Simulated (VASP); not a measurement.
Runs of VASP 6.6.1 on Zr. The structure is that of space group Fm-3m (No. 225), or close to it. The cells are those of the table. 

```tsv
cell	k mesh	gap on the mesh (eV)	pressure (GPa)
a = 3.346 Å, angles 60.0°, 1 atom	13 × 13 × 13	none	(a)
a = 3.087 Å, angles 60.0°, 1 atom	13 × 13 × 13	none	13.7
a = 3.305 Å, angles 60.0°, 1 atom	13 × 13 × 13	none	(b)
a = 3.178 Å, angles 60.0°, 1 atom	13 × 13 × 13	none	3.9
a = 3.264 Å, angles 60.0°, 1 atom	13 × 13 × 13	none	-3.0
a = 3.133 Å, angles 60.0°, 1 atom	13 × 13 × 13	none	8.4
a = 3.222 Å, angles 60.0°, 1 atom	20 × 20 × 20	none	0.1
a = 3.222 Å, angles 60.0°, 1 atom	13 × 13 × 13	none	(c)
```

Alike in all rows: task single point; level revPBE; potentials or basis VASP PAW PBE potentials, release 64 (Zr_sv); no spin polarisation; cutoff (eV) 520; smearing fermi-dirac 0.1 eV.

Fill in the values left out.

(a) -8.0; (b) -5.7; (c) 0.2.

Caveats: the PAW data sets were made with another functional, which shifts forces and pressure a little.

A k mesh can miss the band edges, and the runs leave out spin-orbit coupling on Zr.

A gap of «none» marks levels without a gap at the run's occupations.
